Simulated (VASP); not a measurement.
# CuAsRu (P-62m) in VASP: single point with r2SCAN

Aim: the single point of CuAsRu with r2SCAN.

All numbers are computed with VASP 6.6.1; they aren't measurements. Logs are shortened: lines on timing, memory, paths and dates and some standing lists are left out, and cuts for length are marked.

## (1) The cell of the first run

Symmetry: P-62m, No. 189, hexagonal system. The conventional cell has a = 6.463 Å, b = 6.463 Å, c = 3.487 Å, α = 90.00°, β = 90.00°, γ = 120.00°. Within 3.3 Å of Cu (site symmetry m2m) lie 5 As at 2.53 to 2.65 Å and 6 Ru at 2.80 to 2.84 Å. Within 3.1 Å of Ru (site symmetry m2m) lie 4 As at 2.38 to 2.47 Å and 6 Cu at 2.80 to 2.84 Å and 2 Ru at 3.03 Å. As (site symmetry -62m) has 6 Ru at 2.47 Å and 3 Cu at 2.53 Å within 3.3 Å. As (site symmetry -6) has 3 Ru at 2.38 Å and 6 Cu at 2.65 Å within 3.1 Å.

## (2) Single point, r2SCAN

The input, POSCAR:

```
CuAsRu
1.0
    6.4632598239     -0.0000002889      0.0000000000
   -3.2316296617      5.5973473432      0.0000000000
    0.0000000000      0.0000000000      3.4874577232
Cu Ru As
3 3 3
Direct
    0.6089048991      0.0000000000      0.5000000000
    0.3910951009      0.3910951009      0.5000000000
    0.0000000000      0.6089048991      0.5000000000
    0.2705462365      0.0000000000      0.0000000000
    0.7294537635      0.7294537635      0.0000000000
    0.0000000000      0.2705462365      0.0000000000
    0.0000000000      0.0000000000      0.5000000000
    0.3333333333      0.6666666667      0.0000000000
    0.6666666667      0.3333333333      0.0000000000
```

The input, INCAR.step1:

```
ALGO     = Normal         # electronic algorithm
EDIFF    = 1E-4           # SCF threshold, eV
ENCUT    = 520            # plane-wave cutoff, eV
GGA      = PE             # functional
ISMEAR   = -1             # smearing method
LASPH    = T              # aspherical terms in the spheres
LCHARG   = F              # write CHGCAR
LREAL    = F              # projectors in reciprocal space
LWAVE    = T              # write WAVECAR
NBANDS   = 55             # bands
NELM     = 60             # most SCF steps
PREC     = Accurate       # precision mode
SIGMA    = 0.1            # smearing width, eV
```

The input, INCAR.step2:

```
ALGO     = Normal         # electronic algorithm
EDIFF    = 1E-6           # SCF threshold, eV
ENCUT    = 520            # plane-wave cutoff, eV
ISIF     = 2              # what is computed and relaxed
ISMEAR   = -1             # smearing method
ISTART   = 1            
LASPH    = T              # aspherical terms in the spheres
LCHARG   = F              # write CHGCAR
LMIXTAU  = T            
LREAL    = F              # projectors in reciprocal space
LWAVE    = F              # write WAVECAR
METAGGA  = R2SCAN         # meta-GGA
NBANDS   = 55             # bands
NELM     = 60             # most SCF steps
PREC     = Accurate       # precision mode
SIGMA    = 0.1            # smearing width, eV
```

The input, KPOINTS:

```
k-points
0
Gamma
  6 6 9
```

Potentials or basis: VASP PAW PBE potentials, release 64 (Cu, Ru_pv, As).

Started as:

```sh
cat potpaw_PBE.64/Cu/POTCAR potpaw_PBE.64/Ru_pv/POTCAR potpaw_PBE.64/As/POTCAR > POTCAR
cp INCAR.step1 INCAR
mpirun -np 1 vasp_std > vasp.out
cp INCAR.step2 INCAR
mpirun -np 1 vasp_std > vasp.out
```

OUTCAR:

```text
EDIFF = 1E-6
   ENCUT = 520
   ISIF = 2
   ISMEAR = -1
   ISTART = 1
   LASPH = T
   LREAL = F
   METAGGA = R2SCAN
   NELM = 60
   PREC = Accurate

 ion  position               nearest neighbor table
   1  0.609  0.000  0.500-   7 2.53   9 2.65   9 2.65   8 2.65   8 2.65   4 2.80   4 2.80   5 2.84
                             5 2.84   6 2.84   6 2.84
   2  0.391  0.391  0.500-   7 2.53   8 2.65   8 2.65   9 2.65   9 2.65   5 2.80   5 2.80   4 2.84
                             4 2.84   6 2.84   6 2.84
   3  0.000  0.609  0.500-   7 2.53   8 2.65   8 2.65   9 2.65   9 2.65   6 2.80   6 2.80   5 2.84
                             5 2.84   4 2.84   4 2.84
   4  0.271  0.000  0.000-   8 2.38   9 2.38   7 2.47   7 2.47   1 2.80   1 2.80   2 2.84   2 2.84
                             3 2.84   3 2.84   6 3.03   5 3.03
   5  0.729  0.729  0.000-   9 2.38   8 2.38   7 2.47   7 2.47   2 2.80   2 2.80   1 2.84   1 2.84
                             3 2.84   3 2.84   6 3.03   4 3.03
   6  0.000  0.271  0.000-   9 2.38   8 2.38   7 2.47   7 2.47   3 2.80   3 2.80   2 2.84   2 2.84
                             1 2.84   1 2.84   4 3.03   5 3.03
   7  0.000  0.000  0.500-   6 2.47   6 2.47   4 2.47   4 2.47   5 2.47   5 2.47   3 2.53   1 2.53
                             2 2.53
   8  0.333  0.667  0.000-   4 2.38   6 2.38   5 2.38   3 2.65   3 2.65   1 2.65   1 2.65   2 2.65
                             2 2.65
   9  0.667  0.333  0.000-   6 2.38   4 2.38   5 2.38   1 2.65   1 2.65   3 2.65   3 2.65   2 2.65
                             2 2.65

  LATTYP: Found a hexagonal cell.
 ALAT       =     6.4632598239
 C/A-ratio  =     0.5395818547

  Lattice vectors:

 A1 = (   6.4632598239,  -0.0000002889,   0.0000000000)
 A2 = (  -3.2316296617,   5.5973473432,   0.0000000000)
 A3 = (   0.0000000000,   0.0000000000,   3.4874577232)

Analysis of symmetry for initial positions (statically):
=====================================================================
 Subroutine PRICEL returns:
 Original cell was already a primitive cell.

 Routine SETGRP: Setting up the symmetry group for a
 hexagonal supercell.

 Subroutine GETGRP returns: Found 12 space group operations
 (whereof 12 operations were pure point group operations)
 out of a pool of 24 trial point group operations.

The static configuration has the point symmetry D_3h.

Analysis of symmetry for dynamics (positions and initial velocities):
=====================================================================
 Subroutine PRICEL returns:
 Original cell was already a primitive cell.

 Routine SETGRP: Setting up the symmetry group for a
 hexagonal supercell.

 Subroutine GETGRP returns: Found 12 space group operations
 (whereof 12 operations were pure point group operations)
 out of a pool of 24 trial point group operations.

The dynamic configuration has the point symmetry D_3h.

 Subroutine INISYM returns: Found 12 space group operations
 (whereof 12 operations are pure point group operations),
 and found     1 'primitive' translations

----------------------------------------------------------------------------------------

                                     Primitive cell

  volume of cell :     126.1661

  direct lattice vectors                    reciprocal lattice vectors
     6.463259824 -0.000000289  0.000000000     0.154720691  0.089328023  0.000000000
    -3.231629662  5.597347343  0.000000000     0.000000008  0.178656061  0.000000000
     0.000000000  0.000000000  3.487457723     0.000000000  0.000000000  0.286741827

  length of vectors
     6.463259824  6.463259824  3.487457723     0.178656061  0.178656061  0.286741827

  position of ions in fractional coordinates (direct lattice)
     0.608904899  0.000000000  0.500000000
     0.391095101  0.391095101  0.500000000
     0.000000000  0.608904899  0.500000000
     0.270546237  0.000000000  0.000000000
     0.729453763  0.729453763  0.000000000
     0.000000000  0.270546237  0.000000000
     0.000000000  0.000000000  0.500000000
     0.333333333  0.666666667  0.000000000
     0.666666667  0.333333333  0.000000000

  ion indices of the primitive-cell ions
   primitive index   ion index
                 1           1
                 2           2
                 3           3
                 4           4
                 5           5
                 6           6
                 7           7
                 8           8
                 9           9

----------------------------------------------------------------------------------------

 KPOINTS: k-points

Automatic generation of k-mesh.
 Grid dimensions read from file:
 generate k-points for:    6    6    9

 Generating k-lattice:

  Cartesian coordinates                     Fractional coordinates (reciprocal lattice)
     0.025786782  0.014888004  0.000000000     0.166666667  0.000000000  0.000000000
     0.000000001  0.029776010  0.000000000     0.000000000  0.166666667  0.000000000
     0.000000000  0.000000000  0.031860203     0.000000000  0.000000000  0.111111111

  Length of vectors
     0.029776010  0.029776010  0.031860203

  Shift w.r.t. Gamma in fractional coordinates (k-lattice)
     0.000000000  0.000000000  0.000000000

 Subroutine IBZKPT returns following result:
 ===========================================

 Found     35 irreducible k-points:

 Following reciprocal coordinates:
            Coordinates               Weight
  0.000000  0.000000  0.000000      1.000000
  0.166667  0.000000  0.000000      6.000000
  0.333333  0.000000  0.000000      6.000000
  0.500000  0.000000  0.000000      3.000000
  0.166667  0.166667  0.000000      6.000000
  0.333333  0.166667  0.000000     12.000000
[... 16 lines left out ...]
  0.166667  0.000000  0.333333     12.000000
  0.333333  0.000000  0.333333     12.000000
 [... further k-points ...]
   k-points           NKPTS =     35   k-points in BZ     NKDIM =     35   number of bands    NBANDS=     55
   number of dos      NEDOS =    301   number of ions     NIONS =      9
   total plane-waves  NPLWV =  64512
   dimension x,y,z NGX =    48 NGY =   48 NGZ =   28
   dimension x,y,z NGXF=    96 NGYF=   96 NGZF=   56
   ions per type =               3   3   3
   NGX,Y,Z   is equivalent  to a cutoff of  12.35, 12.35, 13.35 a.u.
   NGXF,Y,Z  is equivalent  to a cutoff of  24.69, 24.69, 26.70 a.u.
 SYSTEM =  unknown system
   PREC   = accura    normal or accurate (medium, high low for compatibility)
   ISTART =      1    job   : 0-new  1-cont  2-samecut
   ICHARG =      0    charge: 1-file 2-atom 10-const
   ISPIN  =      1    spin polarized calculation?
   LNONCOLLINEAR =      F non collinear calculations
   LSORBIT =      F    spin-orbit coupling
   LASPH  =      T    aspherical Exc in radial PAW
   ENCUT  =  520.0 eV  38.22 Ry    6.18 a.u.  12.02 12.02  6.48*2*pi/ulx,y,z
   NELM   =     60;   NELMIN=  2; NELMDL=  0     # of ELM steps
   EDIFF  = 0.1E-05   stopping-criterion for ELM
   LREAL  =      F    real-space projection
   EDIFFG = 0.1E-04   stopping-criterion for IOM
   NSW    =      0    number of steps for IOM
   IBRION =     -1    ionic relax: 0-MD 1-quasi-New 2-CG
   NFREE  =      0    steps in history (QN), initial steepest desc. (CG)
   ISIF   =      2    stress and relaxation
   ISYM   =      2    0-nonsym 1-usesym 2-fastsym
   POTIM  = 0.5000    time-step for ionic-motion
   TEBEG  =    0.0;   TEEND  =   0.0 temperature during run
   PSTRESS=    0.0 pullay stress
   NELECT =      90.0000    total number of electrons
   NUPDOWN=      -1.0000    fix difference up-down
   EMIN   =  10.00;   EMAX   =-10.00  energy-range for DOS
   EFERMI =   0.00;   METHOD = LEGACY
   ISMEAR =    -1;   SIGMA  =   0.10  broadening in eV -4-tet -1-fermi 0-gaus
   EFERMI_NEDOS =   21; number of points for ismear=-14 and -15
   IALGO  =     38    algorithm
   IMIX   =      4    mixing-type and parameters
     AMIX     =   0.40;   BMIX     =  1.00
     AMIX_MAG =   1.60;   BMIX_MAG =  1.00
  volume/ion in A,a.u.               =      14.02        94.60
  Fermi-wavevector in a.u.,A,eV,Ry     =   1.462766  2.764226 29.112156  2.139683
  Thomas-Fermi vector in A             =   2.578940
   LORBIT       =      0    0 simple, 1 ext, 2 COOP (PROOUT), +10 PAW based schemes
   METAGGA = R2SCAN    functional components
   LHFCALC =     F    Hartree Fock is set to
   AEXX    =    0.0000 exact exchange contribution
   IVDW    =     0    specifies the selected vdW correction
   LEPSILON=     F    determine dielectric tensor
   LRPA    =     F    only Hartree local field effects (RPA)
 non-spin polarized calculation
  energy-cutoff  :      520.00
  volume of cell :      126.17
 maximum number of plane-waves:      3433
   NGX = 25   NGY = 25   NGZ = 13

 number of electron      89.9999977 magnetization

 Free energy of the ion-electron system (eV)
  ---------------------------------------------------
  ext. energy  EPLUGINS =         0.00000000
  ---------------------------------------------------
  free energy    TOTEN  =      -153.67157274 eV

  energy without entropy =     -153.59873358  energy(sigma->0) =     -153.63515316

 E-fermi :   9.3584     XC(G=0): -13.4188

 val. band max:        9.3378181184   @ k =   0.0000   0.0000   0.4444
 cond. band min:       9.3615946449   @ k =   0.5000   0.0000   0.3333
 fundamental gap:      0.0237765265
 Fermi energy:         9.3584003898

 k-point     1 :       0.0000    0.0000    0.0000
  band No.  band energies     occupation
      1     -34.5989      2.00000
      2     -34.5377      2.00000
      3     -34.5377      2.00000
      4     -34.4804      2.00000
      5     -34.4537      2.00000
      6     -34.4537      2.00000
[... 47 lines left out ...]
     54      15.4680      0.00000
[... 1333 lines left out ...]
     54      14.6081      0.00000
     55      14.9240      0.00000

 [... further k-points ...]

------------------------ aborting loop because EDIFF is reached ----------------------------------------

  FORCE on cell =-STRESS in cart. coord.  units (eV):
  Direction    XX          YY          ZZ          XY          YZ          ZX
  --------------------------------------------------------------------------------------
  -------------------------------------------------------------------------------------
  Total        0.3238740      0.3238740      0.2717602      0.0000000     -0.0000000      0.0000000
  in kB        4.1128591      4.1128591      3.4510684      0.0000000     -0.0000000      0.0000000
  external PRESSURE =       3.8922622 kB  Pullay stress =       0.0000000 kB

 VOLUME and BASIS-vectors are now :
 -----------------------------------------------------------------------------
  energy-cutoff  :      520.00
  volume of cell :      126.17
      direct lattice vectors                 reciprocal lattice vectors
     6.463259824 -0.000000289  0.000000000     0.154720691  0.089328023  0.000000000
    -3.231629662  5.597347343  0.000000000     0.000000008  0.178656061  0.000000000
     0.000000000  0.000000000  3.487457723     0.000000000  0.000000000  0.286741827

 POSITION                                       TOTAL-FORCE (eV/Angst)
 -----------------------------------------------------------------------------------
      3.93551     -0.00000      1.74373        -0.012271      0.000000      0.000000
      1.26387      2.18910      1.74373         0.006135      0.010627      0.000000
     -1.96776      3.40825      1.74373         0.006135     -0.010627      0.000000
      1.74861     -0.00000      0.00000         0.013299     -0.000000      0.000000
      2.35732      4.08301      0.00000        -0.006650     -0.011518      0.000000
     -0.87431      1.51434      0.00000        -0.006650      0.011518      0.000000
      0.00000      0.00000      1.74373         0.000000     -0.000000      0.000000
      0.00000      3.73156      0.00000         0.000000      0.000000      0.000000
      3.23163      1.86578      0.00000         0.000000      0.000000      0.000000
 -----------------------------------------------------------------------------------
    total drift:                               -0.000125     -0.000217     -0.000006

  FREE ENERGIE OF THE ION-ELECTRON SYSTEM (eV)
  ---------------------------------------------------
  free  energy   TOTEN  =      -153.6715727449 eV

  energy  without entropy=     -153.5987335809  energy(sigma->0) =     -153.63515316
```

It took 15 min on 1 thread of Intel Xeon Platinum 8259CL at 2.50GHz (Skylake/Cascade Lake), shared host; peak memory 0.39 GiB.

Results:

| Property | Result |
| --- | --- |
| Free energy | -153.6716 eV |
| Pressure | 0.4 GPa |
| Largest force | 0.013 eV/Å |
| Band gap on the k mesh | zero (bands 45 and 46 overlap by 0.86 eV) |

Forces in eV/Å, atoms in the order of the input:
```
Cu  -0.012  0.000  0.000
Cu   0.006  0.011  0.000
Cu   0.006 -0.011  0.000
Ru   0.013  0.000  0.000
Ru  -0.007 -0.012  0.000
Ru  -0.007  0.012  0.000
As   0.000  0.000  0.000
As   0.000  0.000  0.000
As   0.000  0.000  0.000
```

Levels at points of the mesh, in eV from the Fermi level:
| k point | band 41 | band 42 | band 43 | band 44 | band 45 | band 46 | band 47 | band 48 | band 49 | band 50 |
| --- | --- | --- | --- | --- | --- | --- | --- | --- | --- | --- |
| (0.00, 0.00, 0.00) | -1.28 | -0.81 | -0.81 | -0.79 | -0.75 | -0.75 | 0.30 | 1.64 | 2.61 | 4.06 |
| (0.50, 0.00, 0.00) | -1.26 | -0.98 | -0.96 | -0.87 | -0.77 | 1.09 | 1.64 | 1.67 | 1.74 | 1.75 |

Caveat: the PAW data sets were made with another functional, which shifts forces and pressure a little.

The gap in the log of VASP goes by the Fermi energy; the results here count the filled bands.